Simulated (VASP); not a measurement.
# SiGe (P6_3mc) in VASP: further runs

The runs below take SiGe through single point, with LDA.

All numbers are computed with VASP 6.6.1; they aren't measurements. Logs are shortened: lines on timing, memory, paths and dates and some standing lists are left out, and cuts for length are marked.

**1. The cell of the first run**

The structure is hexagonal, space group P6_3mc (No. 186). The conventional cell has a = 3.799 Å, b = 3.799 Å, c = 6.279 Å, α = 90.00°, β = 90.00°, γ = 120.00°. Within 3.0 Å of Si (site symmetry 3m) lie 4 Ge at 2.29 to 2.50 Å. Within 3.0 Å of Ge (site symmetry 3m) lie 4 Si at 2.29 to 2.50 Å.

**2. Single point, LDA**

INCAR reads:

```
PREC = Accurate
ENCUT = 520
EDIFF = 1E-6
ISMEAR = 0
SIGMA = 0.03
LREAL = False
LASPH = True
NELM = 60
ALGO = Normal
ISIF = 2
LWAVE = False
LCHARG = False
GGA = CA
NBANDS = 26
```

KPOINTS reads:

```
Automatic mesh
0
Gamma
  12 12 6
```

POSCAR reads:

```
SiGe
1.0
    3.7994718203      0.0000000000      0.0000000000
   -1.8997359102      3.2904391174      0.0000000000
    0.0000000000      0.0000000000      6.2790301647
Si Ge
2 2
Direct
    0.6666666667      0.3333333333      0.8745031008
    0.3333333333      0.6666666667      0.3745031008
    0.6666666667      0.3333333333      0.4770391519
    0.3333333333      0.6666666667     -0.0229608481
```

Potentials or basis: VASP PAW LDA potentials, release 64 (Si, Ge_d).

Command:

```
$ cat potpaw_LDA.64/Si/POTCAR potpaw_LDA.64/Ge_d/POTCAR > POTCAR
$ mpirun -np 1 vasp_std > vasp.out
```

OUTCAR:

```text
PREC = Accurate
   ENCUT = 520
   EDIFF = 1E-6
   ISMEAR = 0
   LREAL = False
   LASPH = True
   NELM = 60
   ISIF = 2
   GGA = CA

 ion  position               nearest neighbor table
   1  0.667  0.333  0.875-   4 2.29   4 2.29   4 2.29   3 2.50
   2  0.333  0.667  0.375-   3 2.29   3 2.29   3 2.29   4 2.50
   3  0.667  0.333  0.477-   2 2.29   2 2.29   2 2.29   1 2.50
   4  0.333  0.667  0.977-   1 2.29   1 2.29   1 2.29   2 2.50

  LATTYP: Found a hexagonal cell.
 ALAT       =     3.7994718203
 C/A-ratio  =     1.6526060625

  Lattice vectors:

 A1 = (   3.7994718203,   0.0000000000,   0.0000000000)
 A2 = (  -1.8997359102,   3.2904391174,   0.0000000000)
 A3 = (   0.0000000000,   0.0000000000,   6.2790301647)

Analysis of symmetry for initial positions (statically):
=====================================================================
 Subroutine PRICEL returns:
 Original cell was already a primitive cell.

 Routine SETGRP: Setting up the symmetry group for a
 hexagonal supercell.

 Subroutine GETGRP returns: Found 12 space group operations
 (whereof  6 operations were pure point group operations)
 out of a pool of 24 trial point group operations.

The static configuration has the point symmetry C_3v.
 The point group associated with its full space group is C_6v.

Analysis of symmetry for dynamics (positions and initial velocities):
=====================================================================
 Subroutine PRICEL returns:
 Original cell was already a primitive cell.

 Routine SETGRP: Setting up the symmetry group for a
 hexagonal supercell.

 Subroutine GETGRP returns: Found 12 space group operations
 (whereof  6 operations were pure point group operations)
 out of a pool of 24 trial point group operations.

The dynamic configuration has the point symmetry C_3v.
 The point group associated with its full space group is C_6v.

 Subroutine INISYM returns: Found 12 space group operations
 (whereof  6 operations are pure point group operations),
 and found     1 'primitive' translations

----------------------------------------------------------------------------------------

                                     Primitive cell

  volume of cell :      78.5000

  direct lattice vectors                    reciprocal lattice vectors
     3.799471820  0.000000000  0.000000000     0.263194477  0.151955402  0.000000000
    -1.899735910  3.290439117  0.000000000     0.000000000  0.303910805  0.000000000
     0.000000000  0.000000000  6.279030165     0.000000000  0.000000000  0.159260264

  length of vectors
     3.799471820  3.799471820  6.279030165     0.303910805  0.303910805  0.159260264

  position of ions in fractional coordinates (direct lattice)
     0.666666667  0.333333333  0.874503101
     0.333333333  0.666666667  0.374503101
     0.666666667  0.333333333  0.477039152
     0.333333333  0.666666667  0.977039152

  ion indices of the primitive-cell ions
   primitive index   ion index
                 1           1
                 2           2
                 3           3
                 4           4

----------------------------------------------------------------------------------------

 KPOINTS: Automatic mesh

Automatic generation of k-mesh.
 Grid dimensions read from file:
 generate k-points for:   12   12    6

 Generating k-lattice:

  Cartesian coordinates                     Fractional coordinates (reciprocal lattice)
     0.021932873  0.012662950  0.000000000     0.083333333  0.000000000  0.000000000
     0.000000000  0.025325900  0.000000000     0.000000000  0.083333333  0.000000000
     0.000000000  0.000000000  0.026543377     0.000000000  0.000000000  0.166666667

  Length of vectors
     0.025325900  0.025325900  0.026543377

  Shift w.r.t. Gamma in fractional coordinates (k-lattice)
     0.000000000  0.000000000  0.000000000

 Subroutine IBZKPT returns following result:
 ===========================================

 Found     76 irreducible k-points:

 Following reciprocal coordinates:
            Coordinates               Weight
  0.000000  0.000000  0.000000      1.000000
  0.083333 -0.000000  0.000000      6.000000
  0.166667  0.000000  0.000000      6.000000
  0.250000  0.000000  0.000000      6.000000
  0.333333  0.000000  0.000000      6.000000
  0.416667  0.000000  0.000000      6.000000
[... 16 lines left out ...]
  0.250000  0.000000  0.166667     12.000000
  0.333333  0.000000  0.166667     12.000000
 [... further k-points ...]
   k-points           NKPTS =     76   k-points in BZ     NKDIM =     76   number of bands    NBANDS=     26
   number of dos      NEDOS =    301   number of ions     NIONS =      4
   total plane-waves  NPLWV =  37632
   dimension x,y,z NGX =    28 NGY =   28 NGZ =   48
   dimension x,y,z NGXF=    56 NGYF=   56 NGZF=   96
   ions per type =               2   2
   NGX,Y,Z   is equivalent  to a cutoff of  12.25, 12.25, 12.71 a.u.
   NGXF,Y,Z  is equivalent  to a cutoff of  24.50, 24.50, 25.42 a.u.
 SYSTEM =  unknown system
   PREC   = accura    normal or accurate (medium, high low for compatibility)
   ISTART =      0    job   : 0-new  1-cont  2-samecut
   ICHARG =      2    charge: 1-file 2-atom 10-const
   ISPIN  =      1    spin polarized calculation?
   LNONCOLLINEAR =      F non collinear calculations
   LSORBIT =      F    spin-orbit coupling
   LASPH  =      T    aspherical Exc in radial PAW
   ENCUT  =  520.0 eV  38.22 Ry    6.18 a.u.   7.06  7.06 11.67*2*pi/ulx,y,z
   NELM   =     60;   NELMIN=  2; NELMDL= -5     # of ELM steps
   EDIFF  = 0.1E-05   stopping-criterion for ELM
   LREAL  =      F    real-space projection
   EDIFFG = 0.1E-04   stopping-criterion for IOM
   NSW    =      0    number of steps for IOM
   IBRION =     -1    ionic relax: 0-MD 1-quasi-New 2-CG
   NFREE  =      0    steps in history (QN), initial steepest desc. (CG)
   ISIF   =      2    stress and relaxation
   ISYM   =      2    0-nonsym 1-usesym 2-fastsym
   POTIM  = 0.5000    time-step for ionic-motion
   TEBEG  =    0.0;   TEEND  =   0.0 temperature during run
   PSTRESS=    0.0 pullay stress
   NELECT =      36.0000    total number of electrons
   NUPDOWN=      -1.0000    fix difference up-down
   EMIN   =  10.00;   EMAX   =-10.00  energy-range for DOS
   EFERMI =   0.00;   METHOD = LEGACY
   ISMEAR =     0;   SIGMA  =   0.03  broadening in eV -4-tet -1-fermi 0-gaus
   EFERMI_NEDOS =   21; number of points for ismear=-14 and -15
   IALGO  =     38    algorithm
   IMIX   =      4    mixing-type and parameters
     AMIX     =   0.40;   BMIX     =  1.00
     AMIX_MAG =   1.60;   BMIX_MAG =  1.00
  volume/ion in A,a.u.               =      19.63       132.44
  Fermi-wavevector in a.u.,A,eV,Ry     =   1.262464  2.385712 21.685185  1.593816
  Thomas-Fermi vector in A             =   2.395871
   LORBIT       =      0    0 simple, 1 ext, 2 COOP (PROOUT), +10 PAW based schemes
   GGA     = CA    functional components
   LHFCALC =     F    Hartree Fock is set to
   AEXX    =    0.0000 exact exchange contribution
   IVDW    =     0    specifies the selected vdW correction
   LEPSILON=     F    determine dielectric tensor
   LRPA    =     F    only Hartree local field effects (RPA)
 non-spin polarized calculation
 Gauss-broadening in eV      SIGMA  =   0.03
  energy-cutoff  :      520.00
  volume of cell :       78.50
 maximum number of plane-waves:      2134
   NGX = 15   NGY = 15   NGZ = 23

 number of electron      36.0000017 magnetization

 Free energy of the ion-electron system (eV)
  ---------------------------------------------------
  ext. energy  EPLUGINS =         0.00000000
  ---------------------------------------------------
  free energy    TOTEN  =       -21.88444613 eV

  energy without entropy =      -21.88423226  energy(sigma->0) =      -21.88433919

 E-fermi :   6.4340     XC(G=0): -10.3264

 val. band max:        6.3464430612   @ k =   0.5000   0.0000   0.0000
 cond. band min:       6.4418747780   @ k =   0.5000   0.0000   0.1667
 fundamental gap:      0.0954317168
 Fermi energy:         6.4340443647

 k-point     1 :       0.0000    0.0000    0.0000
  band No.  band energies     occupation
      1     -18.5147      2.00000
      2     -18.5147      2.00000
      3     -18.5123      2.00000
      4     -18.5123      2.00000
      5     -18.5061      2.00000
      6     -18.5047      2.00000
[... 18 lines left out ...]
     25      10.4452      0.00000
     26      12.9624      0.00000

 k-point     2 :       0.0833   -0.0000    0.0000
  band No.  band energies     occupation
      1     -18.5149      2.00000
      2     -18.5140      2.00000
      3     -18.5132      2.00000
      4     -18.5116      2.00000
      5     -18.5048      2.00000
      6     -18.5041      2.00000
[... 18 lines left out ...]
     25      10.7827      0.00000
     26      12.3489      0.00000

 k-point     3 :       0.1667    0.0000    0.0000
  band No.  band energies     occupation
      1     -18.5160      2.00000
      2     -18.5147      2.00000
      3     -18.5120      2.00000
      4     -18.5095      2.00000
      5     -18.5027      2.00000
      6     -18.5018      2.00000
[... 18 lines left out ...]
     25      11.6644      0.00000
     26      11.7002      0.00000

 k-point     4 :       0.2500    0.0000    0.0000
  band No.  band energies     occupation
      1     -18.5179      2.00000
      2     -18.5158      2.00000
      3     -18.5096      2.00000
      4     -18.5068      2.00000
      5     -18.5006      2.00000
      6     -18.4984      2.00000
[... 18 lines left out ...]
     25      12.7309      0.00000
     26      12.9248      0.00000
[... 496 lines left out ...]
      1     -18.5159      2.00000
      2     -18.5148      2.00000
      3     -18.5119      2.00000
      4     -18.5097      2.00000
      5     -18.5027      2.00000
      6     -18.5019      2.00000
[... 18 lines left out ...]
     25      11.5192      0.00000
     26      12.1401      0.00000

 k-point    23 :       0.2500    0.0000    0.1667
  band No.  band energies     occupation
      1     -18.5178      2.00000
      2     -18.5159      2.00000
      3     -18.5094      2.00000
      4     -18.5070      2.00000
      5     -18.5006      2.00000
      6     -18.4986      2.00000
[... 18 lines left out ...]
     25      12.6436      0.00000
     26      12.9648      0.00000

 k-point    24 :       0.3333    0.0000    0.1667
  band No.  band energies     occupation
      1     -18.5196      2.00000
      2     -18.5170      2.00000
      3     -18.5071      2.00000
      4     -18.5044      2.00000
      5     -18.4985      2.00000
      6     -18.4957      2.00000
[... 18 lines left out ...]
     25      13.5037      0.00000
     26      13.7776      0.00000

 [... further k-points ...]
[... 5 lines left out ...]
  --------------------------------------------------------------------------------------
  -------------------------------------------------------------------------------------
  Total        4.7207030      4.7207030     -0.2120936     -0.0000000      0.0000000      0.0000000
  in kB       96.3490875     96.3490875     -4.3288102     -0.0000000      0.0000000      0.0000000
  external PRESSURE =      62.7897883 kB  Pullay stress =       0.0000000 kB

 VOLUME and BASIS-vectors are now :
 -----------------------------------------------------------------------------
  energy-cutoff  :      520.00
  volume of cell :       78.50
      direct lattice vectors                 reciprocal lattice vectors
     3.799471820  0.000000000  0.000000000     0.263194477  0.151955402  0.000000000
    -1.899735910  3.290439117  0.000000000     0.000000000  0.303910805  0.000000000
     0.000000000  0.000000000  6.279030165     0.000000000  0.000000000  0.159260264

 POSITION                                       TOTAL-FORCE (eV/Angst)
 -----------------------------------------------------------------------------------
      1.89974      1.09681      5.49103        -0.000000     -0.000000     -1.572954
     -0.00000      2.19363      2.35152        -0.000000     -0.000000     -1.572954
      1.89974      1.09681      2.99534        -0.000000      0.000000      1.572954
     -0.00000      2.19363      6.13486         0.000000     -0.000000      1.572954
 -----------------------------------------------------------------------------------
    total drift:                               -0.000000     -0.000000      0.001796

  FREE ENERGIE OF THE ION-ELECTRON SYSTEM (eV)
  ---------------------------------------------------
  free  energy   TOTEN  =       -21.8844461253 eV

  energy  without entropy=      -21.8842322619  energy(sigma->0) =      -21.88433919
```

Wall time 54 s (1 thread of Intel Xeon Platinum 8559C (Emerald Rapids), shared host); peak memory 0.24 GiB.

Results:

* Free energy: -21.8844 eV
* Pressure: 6.3 GPa
* Largest force: 1.573 eV/Å
* Band gap on the k mesh: zero (band 18 reaches 6.64 eV, above the bottom of band 19 at 6.35 eV)

Forces on the atoms (eV/Å):
```
Si   0.000  0.000 -1.573
Si   0.000  0.000 -1.573
Ge   0.000  0.000  1.573
Ge   0.000  0.000  1.573
```

Levels at points of the mesh, in eV from the Fermi level:
| k point | band 15 | band 16 | band 17 | band 18 | band 19 | band 20 | band 21 | band 22 |
| --- | --- | --- | --- | --- | --- | --- | --- | --- |
| (0.00, 0.00, 0.00) | -1.98 | -0.53 | -0.53 | 0.20 | 0.37 | 1.60 | 2.02 | 2.02 |
| (0.50, 0.00, 0.00) | -4.91 | -3.71 | -3.03 | -2.16 | -0.09 | 1.84 | 3.62 | 3.78 |
| (0.00, 0.00, 0.50) | -1.39 | -1.39 | -1.39 | -1.39 | 1.01 | 1.01 | 2.90 | 2.90 |
| (0.50, 0.00, 0.50) | -3.07 | -3.07 | -2.56 | -2.56 | 0.56 | 0.56 | 1.27 | 1.27 |

Caveat: forces of over 1 eV/Å act on the atoms, so gaps and moduli don't describe the material at rest.

**3. Single point, LDA**

INCAR reads:

```
SYSTEM = SiGe
  PREC = Accurate
  ENCUT = 520
  EDIFF = 1E-6
  ISMEAR = 0
  SIGMA = 0.03
  LREAL = .False.
  LASPH = .True.
  NELM = 60
  ALGO = Normal
  ISIF = 2
  LWAVE = .False.
  LCHARG = .False.
  GGA = CA
  NBANDS = 26
```

KPOINTS reads:

```
regular mesh
0
Gamma
  12 12 6
  0 0 0
```

POSCAR: that of step 2 with these lines changed.

```diff
@@ -10,3 +10,3 @@
     0.3333333333      0.6666666667      0.3745031008
-    0.6666666667      0.3333333333      0.4770391519
-    0.3333333333      0.6666666667     -0.0229608481
+    0.6666666667      0.3333333333      0.5161337307
+    0.3333333333      0.6666666667      0.0161337307
```

Potentials or basis: VASP PAW LDA potentials, release 64 (Si, Ge_d).

Command:

```
$ cat potpaw_LDA.64/Si/POTCAR potpaw_LDA.64/Ge_d/POTCAR > POTCAR
$ mpirun -np 1 vasp_std > vasp.out
```

It took 56 s on 1 thread of Intel Xeon Platinum 8559C (Emerald Rapids), shared host; peak memory 0.24 GiB.

Results (log left out):

```yaml
Free_energy: -22.0030 eV
Pressure: 5.6 GPa
Largest_force: 1.538 eV/Å
Band_gap_on_the_k_mesh: zero (band 18 reaches 6.61 eV, above the bottom of band 19 at 6.60 eV)
```

Forces in eV/Å, atoms in the order of the input:
```
Si   0.000  0.000  1.538
Si   0.000  0.000  1.538
Ge   0.000  0.000 -1.538
Ge   0.000  0.000 -1.538
```

Stress tensor (GPa, compression positive):
```
 2.66  0.00  0.00
 0.00  2.66  0.00
 0.00  0.00 11.49
```

Levels at points of the mesh, in eV from the Fermi level:
```csv
k point,band 14,band 15,band 16,band 17,band 18,band 19,band 20,band 21,band 22,band 23
"(0.00, 0.00, 0.00)",-1.89,-1.89,-1.16,0.03,0.03,0.54,1.60,1.60,1.83,2.89
"(0.50, 0.00, 0.00)",-6.69,-5.66,-3.89,-3.61,-1.62,0.09,1.94,2.49,2.60,4.48
"(0.00, 0.00, 0.50)",-5.33,-1.19,-1.19,-1.19,-1.19,1.38,1.38,2.89,2.89,2.89
"(0.50, 0.00, 0.50)",-8.11,-3.26,-3.26,-2.85,-2.85,0.27,0.27,1.60,1.60,5.41
```

Caveat: forces of over 1 eV/Å act on the atoms, so gaps and moduli don't describe the material at rest.

**4. Single point, LDA**

INCAR reads:

```
SYSTEM = SiGe
PREC = Accurate
ENCUT = 520
EDIFF = 1E-6
ISMEAR = 0
SIGMA = 0.03
LREAL = .FALSE.
LASPH = .TRUE.
NELM = 80
ALGO = Normal
ISIF = 2
LWAVE = .FALSE.
LCHARG = .FALSE.
GGA = CA
NBANDS = 26
```

KPOINTS reads:

```
regular mesh
0
G
  12 12 6
  0 0 0
```

POSCAR: that of step 3 with these lines changed.

```diff
@@ -10,3 +10,3 @@
     0.3333333333      0.6666666667      0.3745031008
-    0.6666666667      0.3333333333      0.5161337307
-    0.3333333333      0.6666666667      0.0161337307
+    0.6666666667      0.3333333333      0.4848580677
+    0.3333333333      0.6666666667     -0.0151419323
```

Command:

```
$ cat potpaw_LDA.64/Si/POTCAR potpaw_LDA.64/Ge_d/POTCAR > POTCAR
$ mpirun -np 1 vasp_std > vasp.out
```

Wall time 66 s (1 thread of Intel Xeon Platinum 8559C (Emerald Rapids), shared host); peak memory 0.24 GiB.

Results (log left out):

- Free energy: -22.0196 eV
- Pressure: 5.9 GPa
- Largest force: 1.182 eV/Å
- Band gap on the k mesh: zero (band 18 reaches 6.52 eV, above the bottom of band 19 at 6.41 eV)

Forces on the atoms (eV/Å):
```
Si   0.000  0.000 -1.182
Si   0.000  0.000 -1.182
Ge   0.000  0.000  1.182
Ge   0.000  0.000  1.182
```

Stress tensor (GPa, compression positive):
```
8.20 0.00 0.00
0.00 8.20 0.00
0.00 0.00 1.24
```

Levels at points of the mesh, in eV from the Fermi level:
```tsv
k point	band 14	band 15	band 16	band 17	band 18	band 19	band 20	band 21	band 22	band 23
(0.00, 0.00, 0.00)	-1.90	-1.90	-0.37	-0.37	0.12	0.33	1.74	2.02	2.02	2.65
(0.50, 0.00, 0.00)	-6.95	-5.00	-3.63	-3.13	-2.00	0.01	1.93	3.48	3.62	4.00
(0.00, 0.00, 0.50)	-4.56	-1.28	-1.28	-1.28	-1.28	1.14	1.14	2.96	2.96	2.96
(0.50, 0.00, 0.50)	-8.16	-2.96	-2.96	-2.65	-2.65	0.59	0.59	1.40	1.40	6.15
```

Caveat: forces of over 1 eV/Å act on the atoms, so gaps and moduli don't describe the material at rest.

(Part 1 of 2 ends here.)
